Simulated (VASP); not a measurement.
# H4C in VASP: notebook, part 2 of 3

VASP 6.6.1. Earlier steps stand in the parts before.

### 4 Single point, r2SCAN+D3(BJ)

POSCAR reads:

```
H4C
1.0
    7.2304270000      0.0000000000      0.0000000000
    0.0000000000      7.2304270000      0.0000000000
    0.0000000000      0.0000000000      7.2304270000
C H
6 24
Direct
    0.3335349351      0.2336099929     -0.0138304418
    0.4491850896      0.5928972106      0.3767965571
    0.5164840195      0.0367059926      0.5394563834
    0.8513328466      0.6556182643      0.6918125306
    0.9602752369      0.8586214894      0.1854247336
    0.0127240065      0.2854879802      0.4806770057
    0.2249383059      0.2484777178      0.0872562575
    0.2823208090      0.2173315629     -0.1591468941
    0.4212614276      0.1151522586      0.0206488496
    0.4131706191      0.3565764512     -0.0244383907
    0.4259499474      0.4433901345      0.3465908722
    0.3585265435      0.6615376934      0.2725150257
    0.5924408061      0.6366152372      0.3675993133
    0.3911248948      0.6308341126      0.4949223607
    0.6087745579      0.0782664703      0.6503765269
    0.4379409404     -0.0824985855      0.5876139819
    0.6194516589     -0.0127240065      0.4337226557
    0.4253690688      0.1347914860      0.4784503045
    0.7112304709      0.7096399701      0.7241895949
    0.9448681247      0.7717939757      0.6885762072
    0.8467134790      0.5908503052      0.5558869483
    0.9069173923      0.5581274799      0.7986665241
    1.0250570264      0.7987633372      0.3100508449
    0.8189696127      0.8105330432      0.1600735337
    1.0444334754      0.8478890666      0.0633157627
    0.9467352343      1.0059710166      0.2103471897
   -0.0883350319      0.3412938129      0.5872405599
    0.0048268242      0.3558019464      0.3456504021
    0.0116867233      0.1290656831      0.4791833179
    0.1616916954      0.3023334583      0.5349338289
```

INCAR.step1 reads:

```
  PREC = Accurate
  ENCUT = 580
  ISMEAR = -1
  SIGMA = 0.02
  LREAL = F
  LASPH = T
  NELM = 120
  NBANDS = 45
  GGA = PE
  ALGO = Normal
  EDIFF = 1E-5
  LWAVE = T
  LCHARG = F
  GGA_COMPAT = F
```

INCAR.step2 reads:

```
  PREC = Accurate
  ENCUT = 580
  EDIFF = 1E-6
  ISMEAR = -1
  SIGMA = 0.02
  LREAL = F
  LASPH = T
  NELM = 120
  ALGO = Normal
  ISIF = 2
  LWAVE = F
  LCHARG = T
  METAGGA = R2SCAN
  LMIXTAU = T
  IVDW = 12
  VDW_S6 = 1.0
  VDW_S8 = 0.78981345
  VDW_A1 = 0.49484001
  VDW_A2 = 5.73083694
  LELF = T
  LVHAR = T
  NBANDS = 45
  ISTART = 1
  GGA_COMPAT = F
```

KPOINTS reads:

```
regular mesh
0
Gamma
  1 1 1
```

On the command line:

```
$ cat potpaw_PBE.64/C/POTCAR potpaw_PBE.64/H/POTCAR > POTCAR
$ cp INCAR.step1 INCAR
$ mpirun -np 1 vasp_gam > vasp.out
$ cp INCAR.step2 INCAR
$ mpirun -np 1 vasp_gam > vasp.out
```

It took 1.9 min on 1 thread of Intel Xeon 6975P-C (Granite Rapids), shared host; peak memory 0.51 GiB.

Results (log left out):

| Quantity | Value |
| --- | --- |
| Free energy | -149.4462 eV |
| Pressure | -0.5 GPa |
| Largest force | 4.877 eV/Å |
| Band gap on the k mesh | 7.55 eV |
| Dispersion energy per atom | -0.013 eV |

Forces on the atoms (eV/Å):
```
C   -0.163 -0.790 -1.416
C    0.185 -1.570 -4.613
C    1.715 -1.718 -0.497
C   -0.393 -0.141  0.624
C   -0.370  0.566  0.573
C    1.526 -0.894  1.727
H   -0.351  0.034  0.041
H   -0.149 -0.271  1.011
H   -0.061  0.178 -0.023
H    0.716  0.831  0.409
H    0.532  0.749  0.433
H    0.831 -0.026  0.119
H   -0.073 -0.109 -0.162
H   -1.526  0.840  4.092
H   -0.451  0.714  0.264
H   -0.005  0.050 -0.044
H   -0.948  0.185  0.357
H   -0.247  0.861 -0.002
H    0.631 -0.418  0.120
H    0.270  0.411 -0.112
H    0.043  0.131  0.223
H   -0.668  0.508 -0.647
H   -0.267 -0.085 -0.567
H    0.314 -0.349  0.070
H    0.309 -0.447 -0.307
H    0.007  0.246  0.121
H    1.071 -0.757 -1.238
H   -0.256 -0.480  0.367
H   -0.652  1.240 -0.518
H   -1.566  0.514 -0.404
```

Stress tensor (GPa, compression positive):
```
-1.71  0.67 -1.00
 0.67  0.22  1.17
-1.00  1.17 -0.13
```

Levels at points of the mesh, in eV from the valence-band top:
```tsv
k point	band 21	band 22	band 23	band 24	band 25	band 26	band 27	band 28
(0.00, 0.00, 0.00)	-0.60	-0.39	-0.25	0.00	7.55	9.65	9.87	9.95
```

Caveat: the k points lie up to 0.87 Å⁻¹ apart; the PAW data sets were made with another functional, which shifts forces and pressure a little.

### 5 Single point, r2SCAN+D3(BJ)

POSCAR reads:

```
H4C
1.0
    7.2304270000      0.0000000000      0.0000000000
    0.0000000000      7.2304270000      0.0000000000
    0.0000000000      0.0000000000      7.2304270000
C H
6 24
Direct
    0.3286527891      0.2222275393     -0.0256278087
    0.4348705823      0.5972399694      0.3793690193
    0.5210204045      0.0292513845      0.5431076201
    0.8537808348      0.6670283788      0.7037482019
    0.9532078811      0.8737243319      0.1748029542
    0.0250607606      0.2699702244      0.4778002738
    0.1939719466      0.2355600852      0.0565803375
    0.2958746420      0.1573627671     -0.1536423782
    0.4359770177      0.1378480137      0.0331100777
    0.3698813362      0.3680003961     -0.0474937372
    0.4360323394      0.4338886210      0.3617628668
    0.3451386758      0.6786736108      0.2874657334
    0.5745165534      0.6396164431      0.3328849043
    0.4315374459      0.6273211803      0.5357221641
    0.5993836879      0.0874913750      0.6562959560
    0.4687828257     -0.1063146063      0.5731196788
    0.5998400924      0.0458617451      0.4170431428
    0.3989252640      0.1174757729      0.5260270244
    0.7208149671      0.6998618477      0.7477704982
    0.9284237293      0.8083754943      0.7039279976
    0.8548734397      0.6164366226      0.5684588199
    0.9287418295      0.5832297318      0.7989707938
    1.0346276921      0.8285264480      0.3094561359
    0.8143364147      0.8217771924      0.1922154805
    1.0125681374      0.7915438466      0.0579495513
    0.9594177495      1.0233420516      0.1366309348
   -0.0724576847      0.3051410380      0.5842808454
   -0.0114516058      0.3650406816      0.3617075451
    0.0092525656      0.1296050704      0.4344280082
    0.1585245242      0.2974374819      0.5171478808
```

INCAR.step1 reads:

```
PREC = Accurate ; ENCUT = 580
ISMEAR = -1 ; SIGMA = 0.02
LREAL = F ; LASPH = T
NELM = 120 ; NBANDS = 45
GGA = PE ; ALGO = Normal
EDIFF = 1E-5 ; LWAVE = T
LCHARG = F ; GGA_COMPAT = F
```

INCAR.step2 reads:

```
PREC = Accurate ; ENCUT = 580
EDIFF = 1E-6 ; ISMEAR = -1
SIGMA = 0.02 ; LREAL = F
LASPH = T ; NELM = 120
ALGO = Normal ; ISIF = 2
LWAVE = F ; LCHARG = F
METAGGA = R2SCAN ; LMIXTAU = T
IVDW = 12 ; VDW_S6 = 1.0
VDW_S8 = 0.78981345 ; VDW_A1 = 0.49484001
VDW_A2 = 5.73083694 ; NBANDS = 45
ISTART = 1 ; GGA_COMPAT = F
```

KPOINTS reads:

```
Automatic mesh
0
Gamma
  1 1 1
```

Potentials or basis: VASP PAW PBE potentials, release 64 (C, H).

On the command line:

```
$ cat potpaw_PBE.64/C/POTCAR potpaw_PBE.64/H/POTCAR > POTCAR
$ cp INCAR.step1 INCAR
$ mpirun -np 1 vasp_gam > vasp.out
$ cp INCAR.step2 INCAR
$ mpirun -np 1 vasp_gam > vasp.out
```

OUTCAR:

```text
PREC = Accurate
   ENCUT = 580
   EDIFF = 1E-6
   ISMEAR = -1
   LREAL = F
   LASPH = T
   NELM = 120
   ISIF = 2
   METAGGA = R2SCAN
   IVDW = 12
   ISTART = 1
 IVDW          = 12

 ion  position               nearest neighbor table
   1  0.329  0.222  0.974-   8 1.06   9 1.07  10 1.11   7 1.14
   2  0.435  0.597  0.379-  12 1.10  13 1.11  14 1.15  11 1.19
   3  0.521  0.029  0.543-  16 1.07  15 1.08  17 1.08  18 1.10
   4  0.854  0.667  0.704-  19 1.04  21 1.04  22 1.07  20 1.16
   5  0.953  0.874  0.175-  24 1.08  26 1.12  25 1.12  23 1.18
   6  0.025  0.270  0.478-  30 1.03  29 1.07  27 1.07  28 1.12
   7  0.194  0.236  0.057-   1 1.14
   8  0.296  0.157  0.846-   1 1.06
   9  0.436  0.138  0.033-   1 1.07
  10  0.370  0.368  0.953-   1 1.11
  11  0.436  0.434  0.362-   2 1.19
  12  0.345  0.679  0.287-   2 1.10
[... 16 lines left out ...]
  29  0.009  0.130  0.434-   6 1.07
  30  0.159  0.297  0.517-   6 1.03

  LATTYP: Found a simple cubic cell.
 ALAT       =     7.2304270000

  Lattice vectors:

 A1 = (   7.2304270000,   0.0000000000,   0.0000000000)
 A2 = (   0.0000000000,   7.2304270000,   0.0000000000)
 A3 = (   0.0000000000,   0.0000000000,   7.2304270000)

Analysis of symmetry for initial positions (statically):
=====================================================================
 Subroutine PRICEL returns:
 Original cell was already a primitive cell.

 Routine SETGRP: Setting up the symmetry group for a
 simple cubic supercell.

 Subroutine GETGRP returns: Found  1 space group operations
 (whereof  1 operations were pure point group operations)
 out of a pool of 48 trial point group operations.

The static configuration has the point symmetry C_1 .

Analysis of symmetry for dynamics (positions and initial velocities):
=====================================================================
 Subroutine PRICEL returns:
 Original cell was already a primitive cell.

 Routine SETGRP: Setting up the symmetry group for a
 simple cubic supercell.

 Subroutine GETGRP returns: Found  1 space group operations
 (whereof  1 operations were pure point group operations)
 out of a pool of 48 trial point group operations.

The dynamic configuration has the point symmetry C_1 .

 Subroutine INISYM returns: Found  1 space group operations
 (whereof  1 operations are pure point group operations),
 and found     1 'primitive' translations

----------------------------------------------------------------------------------------

                                     Primitive cell

  volume of cell :     378.0000

  direct lattice vectors                    reciprocal lattice vectors
     7.230427000  0.000000000  0.000000000     0.138304418  0.000000000  0.000000000
     0.000000000  7.230427000  0.000000000     0.000000000  0.138304418  0.000000000
     0.000000000  0.000000000  7.230427000     0.000000000  0.000000000  0.138304418

  length of vectors
     7.230427000  7.230427000  7.230427000     0.138304418  0.138304418  0.138304418

  position of ions in fractional coordinates (direct lattice)
     0.328652789  0.222227539  0.974372191
     0.434870582  0.597239969  0.379369019
     0.521020404  0.029251385  0.543107620
     0.853780835  0.667028379  0.703748202
     0.953207881  0.873724332  0.174802954
     0.025060761  0.269970224  0.477800274
[... 22 lines left out ...]
     0.009252566  0.129605070  0.434428008
     0.158524524  0.297437482  0.517147881

  ion indices of the primitive-cell ions
   primitive index   ion index
                 1           1
                 2           2
                 3           3
                 4           4
                 5           5
                 6           6
[... 22 lines left out ...]
                29          29
                30          30

----------------------------------------------------------------------------------------

 KPOINTS: Automatic mesh

Automatic generation of k-mesh.
 Grid dimensions read from file:
 generate k-points for:    1    1    1

 Generating k-lattice:

[... 41 lines left out ...]
   TEBEG  =    0.0;   TEEND  =   0.0 temperature during run
   PSTRESS=    0.0 pullay stress
   NELECT =      48.0000    total number of electrons
   NUPDOWN=      -1.0000    fix difference up-down
   EMIN   =  10.00;   EMAX   =-10.00  energy-range for DOS
   EFERMI =   0.00;   METHOD = LEGACY
   ISMEAR =    -1;   SIGMA  =   0.02  broadening in eV -4-tet -1-fermi 0-gaus
   EFERMI_NEDOS =   21; number of points for ismear=-14 and -15
   IALGO  =     38    algorithm
   IMIX   =      4    mixing-type and parameters
     AMIX     =   0.40;   BMIX     =  1.00
     AMIX_MAG =   1.60;   BMIX_MAG =  1.00
  volume/ion in A,a.u.               =      12.60        85.03
  Fermi-wavevector in a.u.,A,eV,Ry     =   0.822857  1.554975  9.212429  0.677094
  Thomas-Fermi vector in A             =   1.934266
   LORBIT       =      0    0 simple, 1 ext, 2 COOP (PROOUT), +10 PAW based schemes
   METAGGA = R2SCAN    functional components
   LHFCALC =     F    Hartree Fock is set to
   AEXX    =    0.0000 exact exchange contribution
   IVDW    =    12    specifies the selected vdW correction
   LEPSILON=     F    determine dielectric tensor
   LRPA    =     F    only Hartree local field effects (RPA)
 non-spin polarized calculation
  energy-cutoff  :      580.00
  volume of cell :      378.00
 maximum number of plane-waves:      5991
 NGX is ok and might be reduce to    60
   NGX = 29   NGY = 29   NGZ = 29

 number of electron      48.0000000 magnetization

 Free energy of the ion-electron system (eV)
  ---------------------------------------------------
  ext. energy  EPLUGINS =         0.00000000
  ---------------------------------------------------
  free energy    TOTEN  =      -148.87574262 eV

  energy without entropy =     -148.87574262  energy(sigma->0) =     -148.87574262

 E-fermi :  -6.2185     XC(G=0):  -5.5234

 val. band max:       -6.7520523386   @ k =   0.0000   0.0000   0.0000
 cond. band min:       0.8353453567   @ k =   0.0000   0.0000   0.0000
 fundamental gap:      7.5873976953
 Fermi energy:        -6.2184501681

 k-point     1 :       0.0000    0.0000    0.0000
  band No.  band energies     occupation
      1     -16.3216      2.00000
      2     -16.0565      2.00000
      3     -15.9819      2.00000
      4     -15.8862      2.00000
      5     -15.7637      2.00000
      6     -15.6233      2.00000
[... 28 lines left out ...]
     35       4.8367      0.00000
     36       5.2042      0.00000
 [bands above 36 left out]

------------------------ aborting loop because EDIFF is reached ----------------------------------------

 Edisp (eV)   -0.39056

 E8    (eV) :    -0.0584

  FORCE on cell =-STRESS in cart. coord.  units (eV):
  Direction    XX          YY          ZZ          XY          YZ          ZX
  --------------------------------------------------------------------------------------
  -------------------------------------------------------------------------------------
  Total       2.19192    -5.35464    -1.82096     0.72539     2.68724     0.11881
  in kB       9.29061   -22.69596    -7.71826     3.07461    11.39005     0.50357
  external pressure =       -7.04 kB  Pullay stress =        0.00 kB

 VOLUME and BASIS-vectors are now :
 -----------------------------------------------------------------------------
  energy-cutoff  :      580.00
  volume of cell :      378.00
      direct lattice vectors                 reciprocal lattice vectors
     7.230427000  0.000000000  0.000000000     0.138304418  0.000000000  0.000000000
     0.000000000  7.230427000  0.000000000     0.000000000  0.138304418  0.000000000
     0.000000000  0.000000000  7.230427000     0.000000000  0.000000000  0.138304418

 POSITION                                       TOTAL-FORCE (eV/Angst)
 -----------------------------------------------------------------------------------
      2.37630      1.60680      7.04513        -1.684284      1.374898      0.708215
      3.14430      4.31830      2.74300         1.578347     -1.917046      0.792532
      3.76720      0.21150      3.92690        -0.702759      1.265232     -0.014790
      6.17320      4.82290      5.08840         2.213799      2.873943      0.463294
      6.89210      6.31740      1.26390         1.705126     -1.046130      0.608703
      0.18120      1.95200      3.45470        -2.344190      0.838215     -1.523382
[... 22 lines left out ...]
      0.06690      0.93710      3.14110        -0.086015     -0.571757     -0.144579
      1.14620      2.15060      3.73920         2.266297      0.503882      0.813701
 -----------------------------------------------------------------------------------
    total drift:                                0.000477     -0.000079      0.000327

  FREE ENERGIE OF THE ION-ELECTRON SYSTEM (eV)
  ---------------------------------------------------
  free  energy   TOTEN  =      -149.2663037424 eV

  energy  without entropy=     -149.2663037424  energy(sigma->0) =     -149.26630374
```

Wall time 1.7 min (1 thread of Intel Xeon 6975P-C (Granite Rapids), shared host); peak memory 0.5 GiB.

What came out:

| Item | Value |
| --- | --- |
| Free energy | -149.2663 eV |
| Pressure | -0.7 GPa |
| Largest force | 3.657 eV/Å |
| Band gap on the k mesh | 7.59 eV |
| Dispersion energy per atom | -0.013 eV |

Forces in eV/Å, atoms in the order of the input:
```
C   -1.684  1.375  0.708
C    1.578 -1.917  0.793
C   -0.703  1.265 -0.015
C    2.214  2.874  0.463
C    1.705 -1.046  0.609
C   -2.344  0.838 -1.523
H    1.536 -0.594 -0.428
H   -0.346 -0.106 -0.932
H    0.208  0.018  0.785
H    0.275 -0.658 -0.083
H   -0.541  2.618 -0.044
H   -0.420 -0.604  0.668
H   -0.216 -0.179  0.347
H   -0.443 -0.213 -1.900
H    0.200 -0.112  0.297
H    0.331 -0.387 -0.056
H    0.225 -0.536 -0.205
H    0.085 -0.028  0.053
H   -1.777  0.027  0.657
H   -0.629 -1.426 -0.152
H   -0.011 -0.687 -1.376
H    0.174 -0.701  0.431
H   -1.039  1.140 -1.948
H   -0.480  0.258  0.038
H   -0.163  0.540  0.623
H   -0.037 -0.960  0.620
H   -0.169 -0.152  0.570
H    0.289 -0.579  0.330
H   -0.086 -0.572 -0.145
H    2.266  0.504  0.814
```

Caveat: the k points lie up to 0.87 Å⁻¹ apart; the PAW data sets were made with another functional, which shifts forces and pressure a little.

[end of part 2 of 3]
